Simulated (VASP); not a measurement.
MgO, 2 atoms in the cell. It takes space group Fm-3m (No. 225, cubic). Conventional cell: a = 4.204 Å, b = 4.204 Å, c = 4.204 Å, α = 90.00°, β = 90.00°, γ = 90.00°. Mg (site symmetry m-3m) has 6 O at 2.10 Å within 2.8 Å. O (site symmetry m-3m) has 6 Mg at 2.10 Å within 2.8 Å. 

```yaml
Program: VASP 6.6.1
Task: G0W0 quasiparticle levels
Functional: PBE
Potentials_or_basis: VASP PAW PBE potentials, release 64 (Mg_GW, O_GW)
Cutoff: 500 eV
k_mesh: 4 × 4 × 4
Occupations: gaussian, width 0.01 eV
Spin: no spin polarisation
Dipole_correction: no
GW_scheme: G0W0
GW_iterations: 1
Cutoff_of_the_response_function: 60
Frequency_points: 48
Empty_bands: 30
Further_INCAR_settings: ALGO = EVGW0; EDIFF = 1e-08; NBANDS = 34
```

Potentials or basis: VASP PAW PBE potentials, release 64 (Mg_GW, O_GW).

Command:

```console
$ cat potpaw_PBE.64/Mg_GW/POTCAR potpaw_PBE.64/O_GW/POTCAR > POTCAR
$ cp INCAR.step1 INCAR
$ mpirun -np 1 vasp_std > vasp.out
$ cp INCAR.step2 INCAR
$ mpirun -np 1 vasp_std > vasp.out
$ cp INCAR.step3 INCAR
$ mpirun -np 1 vasp_std > vasp.out
```

Hardware: 1 thread of Intel(R) Xeon(R) 6975P-C (Granite Rapids) (shared host).

Q: How long does it take, and how much memory?

A: It took 12 s on 1 thread of Intel(R) Xeon(R) 6975P-C (Granite Rapids), on a shared host, peak memory 0.16 GiB. Counts: k points 8.
